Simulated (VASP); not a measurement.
Ge, 2 atoms in the cell. It takes space group I4_1/amd (No. 141, tetragonal). Conventional cell: a = 4.040 Å, b = 4.040 Å, c = 5.658 Å, α = 90.00°, β = 90.00°, γ = 90.00°. Within 3.3 Å of Ge (site symmetry -4m2) lie 4 Ge at 2.47 Å.  This cell differs from its parent crystal: equal xx and yy strain of +1 %.

```yaml
Program: VASP 6.6.1
Task: electric field gradients
Functional: PBE
Potentials_or_basis: VASP PAW PBE potentials, release 64 (Ge_d)
Cutoff: 410 eV
k_mesh: 10 × 10 × 10
Occupations: fermi-dirac, width 0.05 eV
Spin: no spin polarisation
Dipole_correction: no
Further_INCAR_settings: ALGO = Normal; EDIFF = 1e-08; NBANDS = 21
```

Potentials or basis: VASP PAW PBE potentials, release 64 (Ge_d).

Launch:

```sh
$ cat potpaw_PBE.64/Ge_d/POTCAR > POTCAR
$ mpirun -np 1 vasp_std > vasp.out
```

Hardware: 1 thread of Intel Xeon 8259CL, with other jobs on the host.

Problem. Estimate the wall time of this run.

Solution. Wall time 93 s on 1 thread of Intel Xeon 8259CL, with other jobs on the host, peak memory 0.19 GiB. Counts: scf iterations 15, k points 102.
